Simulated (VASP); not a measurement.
Here is a VASP 6.6.1 calculation.

INCAR

```
PREC = Accurate
ENCUT = 520
EDIFF = 1E-7
ISMEAR = -1
SIGMA = 0.1
LREAL = F
LASPH = T
NELM = 100
ALGO = Fast
ISIF = 2
LWAVE = F
LCHARG = F
GGA = PE
NBANDS = 61
```

File KPOINTS:

```
Automatic mesh
0
Gamma
  5 5 3
  0 0.5 0
```

Contents of POSCAR:

```
Ru3C2O8
1.0
    1.6322620000     -4.2893840000     -0.0406270000
    1.7034410000     -1.8280690000     -3.9469720000
    4.7963710000      4.3821330000     -0.0165510000
Ru O C
3 8 2
Direct
    0.4210460000      0.8131350000      0.6398150000
    0.5183420000      0.2195980000      0.3723820000
    0.0386800000      0.9670520000      0.0133340000
    0.6612050000      0.6708730000      0.0035160000
    0.3594660000      0.3307920000      0.9786180000
    0.0922530000      0.2119380000      0.3355440000
    0.0345730000      0.7194610000      0.3224250000
    0.6128430000      0.7007730000      0.3176890000
    0.9936830000      0.7592580000      0.6914780000
    0.3983720000      0.3417450000      0.6952060000
    0.9888170000      0.2814990000      0.7104020000
    0.8467100000      0.6124360000      0.2690910000
    0.1184370000      0.4427130000      0.7195690000
```

Potentials or basis: VASP PAW PBE potentials, release 64 (Ru_pv, O, C).

Run with:

```sh
$ cat potpaw_PBE.64/Ru_pv/POTCAR potpaw_PBE.64/O/POTCAR potpaw_PBE.64/C/POTCAR > POTCAR
$ mpirun -np 1 vasp_std > vasp.out
```

Estimate the pressure.

60.0 GPa.

What does it give for the largest force?

18.366 eV/Å.

Forces on the atoms (eV/Å):
```
Ru    2.174   1.442  -0.327
Ru   -0.543  -0.804  -1.013
Ru   -0.430   0.381  -0.645
O    -1.990  -0.851  -0.372
O     7.377   2.692   1.351
O    -1.907  -0.685   1.174
O     7.099 -11.333  -4.215
O    -0.607  17.684  -4.922
O    -0.191   3.083  -8.483
O    -0.932 -13.144   6.977
O    -8.613   9.333   5.342
C    -9.833  -6.902   8.515
C     8.396  -0.895  -3.381
```

Caveat: the cell stands under pressure; forces of over 1 eV/Å act on the atoms, so gaps and moduli don't describe the material at rest.
